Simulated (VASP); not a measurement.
# Zn (R-3m) in VASP: notebook

The runs below take Zn through single point, with PBEsol.

Program: VASP 6.6.1. These are calculated values, not measurements. Logs are shortened: lines on timing, memory, paths and dates and some standing lists are left out, and cuts for length are marked.

## 1. The cell of the first run

It takes space group R-3m (No. 166, trigonal). The conventional cell has a = 5.068 Å, b = 5.068 Å, c = 2.087 Å, α = 90.00°, β = 90.00°, γ = 120.00°. Zn (site symmetry -3m) has 2 Zn at 2.09 Å within 2.8 Å.

## 2. Single point, PBEsol

INCAR reads:

```
SYSTEM = Zn
PREC     = Accurate       ! precision mode
ENCUT    = 520            ! plane-wave cutoff, eV
EDIFF    = 1E-6           ! SCF threshold, eV
ISMEAR   = 0              ! smearing method
SIGMA    = 0.15           ! smearing width, eV
LREAL    = .False.        ! projectors in reciprocal space
LASPH    = .True.         ! aspherical terms in the spheres
NELM     = 100            ! most SCF steps
ALGO     = Fast           ! electronic algorithm
ISIF     = 2              ! what is computed and relaxed
LWAVE    = .False.        ! write WAVECAR
LCHARG   = .False.        ! write CHGCAR
GGA      = PS             ! functional
NBANDS   = 12             ! bands
```

KPOINTS reads:

```
Automatic mesh
0
Gamma
  22 22 22
  0 0 0
```

POSCAR reads:

```
Zn
1.0
   -1.9874197531      1.5962071496      1.5962071496
    1.5962071496     -1.9874197531      1.5962071496
    1.5962071496      1.5962071496     -1.9874197531
Zn
1
Direct
    0.0000000000      0.0000000000      0.0000000000
```

Potentials or basis: VASP PAW PBE potentials, release 64 (Zn).

On the command line:

```sh
> cat potpaw_PBE.64/Zn/POTCAR > POTCAR
> mpirun -np 1 vasp_std > vasp.out
```

OUTCAR:

```text
SYSTEM = Zn
   PREC = Accurate
   ENCUT = 520
   EDIFF = 1E-6
   ISMEAR = 0
   LREAL = .False.
   LASPH = .True.
   NELM = 100
   ISIF = 2
   GGA = PS

 ion  position               nearest neighbor table
   1  0.000  0.000  0.000-

  LATTYP: Found a trigonal (rhomboedric) cell.
 ALAT       =     3.0075890351
 COS(alpha) =    -0.4197392560

  Lattice vectors:

 A1 = (  -1.9874197531,   1.5962071496,   1.5962071496)
 A2 = (   1.5962071496,  -1.9874197531,   1.5962071496)
 A3 = (   1.5962071496,   1.5962071496,  -1.9874197531)

Analysis of symmetry for initial positions (statically):
=====================================================================
 Subroutine PRICEL returns:
 Original cell was already a primitive cell.

 Routine SETGRP: Setting up the symmetry group for a
 trigonal (rhombohedral) supercell.

 Subroutine GETGRP returns: Found 12 space group operations
 (whereof 12 operations were pure point group operations)
 out of a pool of 12 trial point group operations.

The static configuration has the point symmetry D_3d.

Analysis of symmetry for dynamics (positions and initial velocities):
=====================================================================
 Subroutine PRICEL returns:
 Original cell was already a primitive cell.

 Routine SETGRP: Setting up the symmetry group for a
 trigonal (rhombohedral) supercell.

 Subroutine GETGRP returns: Found 12 space group operations
 (whereof 12 operations were pure point group operations)
 out of a pool of 12 trial point group operations.

The dynamic configuration has the point symmetry D_3d.

 Subroutine INISYM returns: Found 12 space group operations
 (whereof 12 operations are pure point group operations),
 and found     1 'primitive' translations

----------------------------------------------------------------------------------------

                                     Primitive cell

  volume of cell :      15.4750

  direct lattice vectors                    reciprocal lattice vectors
    -1.987419753  1.596207150  1.596207150     0.090595154  0.369642060  0.369642060
     1.596207150 -1.987419753  1.596207150     0.369642060  0.090595154  0.369642060
     1.596207150  1.596207150 -1.987419753     0.369642060  0.369642060  0.090595154

  length of vectors
     3.007589035  3.007589035  3.007589035     0.530544991  0.530544991  0.530544991

  position of ions in fractional coordinates (direct lattice)
     0.000000000  0.000000000  0.000000000

[... 83 lines left out ...]
   POTIM  = 0.5000    time-step for ionic-motion
   TEBEG  =    0.0;   TEEND  =   0.0 temperature during run
   PSTRESS=    0.0 pullay stress
   NELECT =      12.0000    total number of electrons
   NUPDOWN=      -1.0000    fix difference up-down
   EMIN   =  10.00;   EMAX   =-10.00  energy-range for DOS
   EFERMI =   0.00;   METHOD = LEGACY
   ISMEAR =     0;   SIGMA  =   0.15  broadening in eV -4-tet -1-fermi 0-gaus
   EFERMI_NEDOS =   21; number of points for ismear=-14 and -15
   IALGO  =     68    algorithm
   IMIX   =      4    mixing-type and parameters
     AMIX     =   0.40;   BMIX     =  1.00
     AMIX_MAG =   1.60;   BMIX_MAG =  1.00
  volume/ion in A,a.u.               =      15.48       104.43
  Fermi-wavevector in a.u.,A,eV,Ry     =   1.504036  2.842217 30.778088  2.262126
  Thomas-Fermi vector in A             =   2.615069
   LORBIT       =      0    0 simple, 1 ext, 2 COOP (PROOUT), +10 PAW based schemes
   GGA     = PS    functional components
   LHFCALC =     F    Hartree Fock is set to
   AEXX    =    0.0000 exact exchange contribution
   IVDW    =     0    specifies the selected vdW correction
   LEPSILON=     F    determine dielectric tensor
   LRPA    =     F    only Hartree local field effects (RPA)
 non-spin polarized calculation
 RMM-DIIS sequential band-by-band and
 Gauss-broadening in eV      SIGMA  =   0.15
  energy-cutoff  :      520.00
  volume of cell :       15.48
 maximum number of plane-waves:       435
   NGX = 11   NGY = 11   NGZ = 11

 number of electron      12.0000007 magnetization

 Free energy of the ion-electron system (eV)
  ---------------------------------------------------
  ext. energy  EPLUGINS =         0.00000000
  ---------------------------------------------------
  free energy    TOTEN  =        -0.81815952 eV

  energy without entropy =       -0.81418908  energy(sigma->0) =       -0.81617430

 E-fermi :   2.5009     XC(G=0): -11.4995

 val. band max:        2.4994550220   @ k =   0.3636   0.3182   0.0909
 cond. band min:       2.5049408944   @ k =   0.5000   0.4091   0.2727
 fundamental gap:      0.0054858723
 Fermi energy:         2.5009024509

 k-point     1 :       0.0000    0.0000    0.0000
  band No.  band energies     occupation
      1      -7.8564      2.00000
      2      -6.2374      2.00000
      3      -5.0532      2.00000
      4      -5.0532      2.00000
      5      -4.0823      2.00000
      6      -4.0823      2.00000
      7      14.0981      0.00000
      8      14.0981      0.00000
      9      18.2110      0.00000
     10      18.9488      0.00000
     11      18.9488      0.00000
     12      20.7665      0.00000
[... 331 lines left out ...]
 k-point    24 :      -0.4545    0.0455    0.0000
  band No.  band energies     occupation
      1      -5.9426      2.00000
      2      -5.6406      2.00000
      3      -4.7271      2.00000
      4      -4.5785      2.00000
      5      -4.0947      2.00000
      6       0.4634      2.00000
      7       8.3388      0.00000
      8      12.2460      0.00000
      9      14.1593      0.00000
     10      19.6380      0.00000
     11      20.4141      0.00000
     12      23.8902      0.00000

 [... further k-points ...]

------------------------ aborting loop because EDIFF is reached ----------------------------------------

  FORCE on cell =-STRESS in cart. coord.  units (eV):
  Direction    XX          YY          ZZ          XY          YZ          ZX
  --------------------------------------------------------------------------------------
  -------------------------------------------------------------------------------------
  Total        2.0641283      2.0641283      2.0641283      2.7396306      2.7396306      2.7396306
  in kB      213.7059482    213.7059482    213.7059482    283.6429107    283.6429107    283.6429107
  external PRESSURE =     213.7059482 kB  Pullay stress =       0.0000000 kB

 VOLUME and BASIS-vectors are now :
 -----------------------------------------------------------------------------
  energy-cutoff  :      520.00
  volume of cell :       15.48
      direct lattice vectors                 reciprocal lattice vectors
    -1.987419753  1.596207150  1.596207150     0.090595154  0.369642060  0.369642060
     1.596207150 -1.987419753  1.596207150     0.369642060  0.090595154  0.369642060
     1.596207150  1.596207150 -1.987419753     0.369642060  0.369642060  0.090595154

 POSITION                                       TOTAL-FORCE (eV/Angst)
 -----------------------------------------------------------------------------------
      0.00000      0.00000      0.00000        -0.000000      0.000000     -0.000000
 -----------------------------------------------------------------------------------
    total drift:                                0.000000      0.000000     -0.000000

  FREE ENERGIE OF THE ION-ELECTRON SYSTEM (eV)
  ---------------------------------------------------
  free  energy   TOTEN  =        -0.8181595247 eV

  energy  without entropy=       -0.8141890754  energy(sigma->0) =       -0.81617430
```

stdout:

```text
POSCAR found type information on POSCAR Zn
 POSCAR found :  1 types and       1 ions
 scaLAPACK will be used
 -----------------------------------------------------------------------------
|                                                                             |
|                                                                             |
|     You enforced a specific xc type in the INCAR file but a different       |
|     I HOPE YOU KNOW WHAT YOU ARE DOING!                                     |
|                                                                             |
 -----------------------------------------------------------------------------

 LDA part: xc-table for (Slater+PW92), standard interpolation
 POSCAR, INCAR and KPOINTS ok, starting setup
 FFT: planning ... GRIDC
 FFT: planning ... GRID_SOFT
 FFT: planning ... GRID
 WAVECAR not read
 entering main loop
WARNING in EDDRMM: call to ZHEGV failed, returncode =   6  3     10
WARNING in EDDRMM: call to ZHEGV failed, returncode =   8  4     12
WARNING in EDDRMM: call to ZHEGV failed, returncode =   8  4      9
WARNING in EDDRMM: call to ZHEGV failed, returncode =   6  3     10
WARNING in EDDRMM: call to ZHEGV failed, returncode =   8  4     12
```

Run time: 55 s. Hardware: 1 thread of Intel Xeon 6975P-C (Granite Rapids), shared host; peak memory 0.29 GiB.

What came out:

```
Free energy            : -0.8182 eV
Pressure               : 21.4 GPa
Band gap on the k mesh : zero (band 6 reaches 5.87 eV, above the bottom of band 7 at -0.64 eV)
```

Stress tensor (GPa, compression positive):
```
21.37 28.36 28.36
28.36 21.37 28.36
28.36 28.36 21.37
```

Caveat: the PAW data sets were made with another functional, which shifts forces and pressure a little.

## 3. Single point, PBEsol

This run uses another cell than the first one, of the same volume but with other edges.

INCAR reads:

```
PREC = Accurate
ENCUT = 520
EDIFF = 1E-6
ISMEAR = 0
SIGMA = 0.15
LREAL = F
LASPH = T
NELM = 80
ALGO = Fast
ISIF = 2
LWAVE = F
LCHARG = F
GGA = PS
NBANDS = 12
```

KPOINTS reads:

```
Automatic mesh
0
Gamma
  22 22 22
```

POSCAR reads:

```
Zn
1.0
   -0.7185421293      1.6914599814      1.6914599814
    1.6914599814     -0.7185421293      1.6914599814
    1.6914599814      1.6914599814     -0.7185421293
Zn
1
Direct
    0.0000000000      0.0000000000      0.0000000000
```

Potentials or basis: VASP PAW PBE potentials, release 64 (Zn).

On the command line:

```sh
> cat potpaw_PBE.64/Zn/POTCAR > POTCAR
> mpirun -np 1 vasp_std > vasp.out
```

Wall time 67 s (1 thread of Intel Xeon 6975P-C (Granite Rapids), shared host); peak memory 0.28 GiB.

The run converged. Its results:

| Quantity | Value |
| --- | --- |
| Free energy | -1.2834 eV |
| Pressure | 6.5 GPa |
| Band gap on the k mesh | zero (band 6 reaches 7.13 eV, above the bottom of band 7 at -0.11 eV) |

Stress tensor (GPa, compression positive):
```
6.48 1.50 1.50
1.50 6.48 1.50
1.50 1.50 6.48
```

Levels at points of the mesh, in eV from the Fermi level:
| k point | band 4 | band 5 | band 6 | band 7 | band 8 | band 9 |
| --- | --- | --- | --- | --- | --- | --- |
| (0.00, 0.00, 0.00) | -6.85 | -6.85 | -6.83 | 13.65 | 13.65 | 13.84 |
| (0.50, 0.00, 0.00) | -7.23 | -6.81 | -3.43 | -2.70 | 18.17 | 18.19 |
| (0.50, 0.50, 0.00) | -7.17 | -6.49 | 0.68 | 2.16 | 3.37 | 6.79 |
| (0.50, 0.50, 0.50) | -6.47 | -6.47 | 4.47 | 7.03 | 7.03 | 9.28 |

Caveat: the PAW data sets were made with another functional, which shifts forces and pressure a little.

## 4. Single point, PBEsol

This run uses another cell than the first one, of the same volume but with other edges.

INCAR reads:

```
PREC     = Accurate       # precision mode
ENCUT    = 520            # plane-wave cutoff, eV
EDIFF    = 1E-6           # SCF threshold, eV
ISMEAR   = 0              # smearing method
SIGMA    = 0.15           # smearing width, eV
LREAL    = F              # projectors in reciprocal space
LASPH    = T              # aspherical terms in the spheres
NELM     = 60             # most SCF steps
ALGO     = Fast           # electronic algorithm
ISIF     = 2              # what is computed and relaxed
LWAVE    = F              # write WAVECAR
LCHARG   = F              # write CHGCAR
GGA      = PS             # functional
NBANDS   = 12             # bands
```

KPOINTS is that of step 3.

POSCAR reads:

```
Zn
1.0
   -2.4184678928      1.6717334649      1.6717334649
    1.6717334649     -2.4184678928      1.6717334649
    1.6717334649      1.6717334649     -2.4184678928
Zn
1
Direct
    0.0000000000      0.0000000000      0.0000000000
```

On the command line:

```sh
> cat potpaw_PBE.64/Zn/POTCAR > POTCAR
> mpirun -np 1 vasp_std > vasp.out
```

Run time: 2.6 min. Hardware: 1 thread of Intel Xeon 6975P-C (Granite Rapids), shared host; peak memory 0.31 GiB.

The run converged. Its results:

```yaml
Free_energy: 5.3528 eV
Pressure: 153.9 GPa
Band_gap_on_the_k_mesh: zero (band 6 reaches 8.79 eV, above the bottom of band 7 at -1.54 eV)
```

Stress tensor (GPa, compression positive):
```
153.87 159.63 159.63
159.63 153.87 159.63
159.63 159.63 153.87
```

Levels at points of the mesh, in eV from the Fermi level:
```csv
k point,band 4,band 5,band 6,band 7,band 8,band 9
"(0.00, 0.00, 0.00)",-9.75,-6.78,-6.78,4.95,4.95,11.63
"(0.50, 0.00, 0.00)",-8.17,-7.00,4.29,9.81,13.82,16.20
"(0.50, 0.50, 0.00)",-6.78,-6.78,-5.85,-4.32,2.28,7.45
"(0.50, 0.50, 0.50)",-8.18,-6.87,6.00,11.95,11.95,14.06
```

Caveat: the PAW data sets were made with another functional, which shifts forces and pressure a little.

## 5. Single point, PBEsol

This run uses another cell than the first one, of the same volume but with other edges.

INCAR reads:

```
  ALGO = Fast
  EDIFF = 1E-6
  ENCUT = 520
  GGA = PS
  ISIF = 2
  ISMEAR = 0
  LASPH = True
  LCHARG = False
  LREAL = False
  LWAVE = False
  NBANDS = 12
  NELM = 60
  PREC = Accurate
  SIGMA = 0.15
```

KPOINTS reads:

```
k-points
0
Gamma
  22 22 22
```

POSCAR reads:

```
Zn
1.0
   -2.2004796613      1.6281060913      1.6281060913
    1.6281060913     -2.2004796613      1.6281060913
    1.6281060913      1.6281060913     -2.2004796613
Zn
1
Direct
    0.0000000000      0.0000000000      0.0000000000
```

On the command line:

```sh
> cat potpaw_PBE.64/Zn/POTCAR > POTCAR
> mpirun -np 1 vasp_std > vasp.out
```

Run time: 70 s. Hardware: 1 thread of Intel Xeon 6975P-C (Granite Rapids), shared host; peak memory 0.29 GiB.

Results (log left out):

- Free energy: 1.0356 eV
- Pressure: 67.5 GPa
- Band gap on the k mesh: zero (band 6 reaches 6.53 eV, above the bottom of band 7 at -1.23 eV)

Stress tensor (GPa, compression positive):
```
67.49 73.93 73.93
73.93 67.49 73.93
73.93 73.93 67.49
```

Levels at points of the mesh, in eV from the Fermi level:
```csv
k point,band 4,band 5,band 6,band 7,band 8,band 9
"(0.00, 0.00, 0.00)",-8.30,-6.58,-6.58,8.12,8.12,13.59
"(0.50, 0.00, 0.00)",-7.42,-6.44,1.53,6.33,11.66,14.21
"(0.50, 0.50, 0.00)",-6.58,-6.57,-4.45,-3.82,4.50,9.24
"(0.50, 0.50, 0.50)",-7.42,-6.22,3.94,9.10,9.10,11.71
```

Caveat: the PAW data sets were made with another functional, which shifts forces and pressure a little.

## 6. Summary

```tsv
cell	gap on the mesh (eV)	pressure (GPa)
a = 3.008 Å, angles 114.8°, 1 atom	none	21.4
a = 2.498 Å, angles 86.0°, 1 atom	none	6.5
a = 3.382 Å, angles 117.6°, 1 atom	none	153.9
a = 3.185 Å, angles 116.4°, 1 atom	none	67.5
```

Alike in all rows: task single point; level PBEsol; potentials or basis VASP PAW PBE potentials, release 64 (Zn); no spin polarisation; k mesh 22 × 22 × 22; cutoff (eV) 520; smearing gaussian 0.15 eV.

Caveats: the PAW data sets were made with another functional, which shifts forces and pressure a little.

Total energies depend on the potentials used, so only differences within one code and one set of settings carry meaning.
